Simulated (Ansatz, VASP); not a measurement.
# Two plane-wave programs on MgS

```
CELL_PARAMETERS angstrom
0.00000 2.61486 2.61486
2.61486 0.00000 2.61486
2.61486 2.61486 0.00000
ATOMIC_POSITIONS crystal
Mg 0.00000 0.00000 0.00000
S 0.50000 0.50000 0.50000
```

Alike in both runs: task relaxation of cell and atoms; functional PBE; dispersion D3(BJ); k mesh 8 × 8 × 8; occupations gaussian, width 0.02 eV; no spin polarisation.

|  | VASP | Ansatz |
| --- | --- | --- |
| version | VASP 6.6.1 | Ansatz 0.2.0 |
| potentials or method | VASP PAW PBE potentials, release 64 (Mg, S), cutoff 600 eV | scalar-relativistic, plane waves, PAW |
| valence electrons in the cell | 8 | 16 |

Ansatz gave:

| Item | Value |
| --- | --- |
| gap on the k mesh at the Fermi level, each at its own relaxed structure (eV) | 2.85 |
| relaxed volume (Å³/atom) | 17.12 |
| relaxed cell length with the largest relative difference (Å) | 3.645 |

Q: Which values does VASP return?

A: gap on the k mesh at the Fermi level, each at its own relaxed structure (eV): 2.84; relaxed volume (Å³/atom): 17.06; relaxed cell length with the largest relative difference (Å): 3.641.

VASP's potentials hold 8 valence electrons a cell and Ansatz's 16, so a difference there can come from the potentials and not from the codes.
